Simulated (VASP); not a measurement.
Zn:

```
Zn
1.0
     0.00000    1.96478    1.96478
     1.96478    0.00000    1.96478
     1.96478    1.96478    0.00000
Zn
1
Direct
  0.00000 0.00000 0.00000
```

This isn't the form of Zn at room conditions, which is hcp.

- Program: VASP 6.6.1
- Task: relaxation of cell and atoms
- Functional: revPBE
- Dispersion: D3(BJ)
- Potentials or basis: VASP PAW PBE potentials, release 64 (Zn)
- Cutoff: 600 eV
- k mesh: 12 × 12 × 12
- Occupations: fermi-dirac, width 0.05 eV
- Spin: no spin polarisation

At the start: pressure -6.2 GPa; volume 15.17 Å³/atom.

**Question.** Where does the relaxation end?

**Answer.** Over 3 steps the energy falls by 27.4 meV/atom and the volume is 13.88 Å³/atom (-8.5 %); space group Fm-3m (No. 225, to 0.1 Å) before and after.

The path:
```tsv
step	energy change (eV)	largest force (eV/Å)	pressure (GPa)	volume (Å³)
1	0.0000	0.0000	-6.17	15.17
2	-0.0274	0.0000	-0.27	13.92
3	-0.0274	0.0000	0.04	13.88
```

Final structure:
```cif
data_structure
_symmetry_space_group_name_H-M 'P 1'
_symmetry_Int_Tables_number 1
_cell_length_a 2.6975
_cell_length_b 2.6975
_cell_length_c 2.6975
_cell_angle_alpha 60.000
_cell_angle_beta 60.000
_cell_angle_gamma 60.000
_cell_volume 13.88
loop_
_atom_site_label
_atom_site_type_symbol
_atom_site_fract_x
_atom_site_fract_y
_atom_site_fract_z
_atom_site_occupancy
Zn1 Zn 0.00000 0.00000 0.00000 1
```

Caveat: the PAW data sets were made with another functional, which shifts forces and pressure a little.
